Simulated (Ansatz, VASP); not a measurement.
**Two plane-wave programs on HgTe**

```xyz
2
Lattice="0.0000 3.2864 3.2864 3.2864 0.0000 3.2864 3.2864 3.2864 0.0000" Properties=species:S:1:pos:R:3 pbc="T T T"
Hg    0.0000    0.0000    0.0000
Te    1.6432    1.6432    1.6432
```

Alike in both runs: functional r2SCAN; k mesh 14 × 14 × 14; occupations gaussian, width 0.1 eV; no spin polarisation.

Ansatz relaxed the structure, and its values are those at the end. VASP's run is a single point on that final structure, the one shown.

|  | VASP | Ansatz |
| --- | --- | --- |
| version | VASP 6.6.1 | Ansatz 0.2.0 |
| potentials or method | VASP PAW PBE potentials, release 64 (Hg, Te), cutoff 520 eV | scalar-relativistic, plane waves, PAW |
| valence electrons in the cell | 18 | 36 |

VASP gave:

* gap on the k mesh at the Fermi level (eV): none
* pressure (GPa): 0.1

Task: Estimate Ansatz's values.

Result: gap on the k mesh at the Fermi level (eV): none; pressure (GPa): 0.0.

VASP's potentials were made for PBE, not for r2SCAN. A gap of «none» marks a metal or a gap that the smearing closes. VASP's potentials hold 18 valence electrons a cell and Ansatz's 36, so a difference there can come from the potentials and not from the codes.

Neither program's run includes spin-orbit coupling.
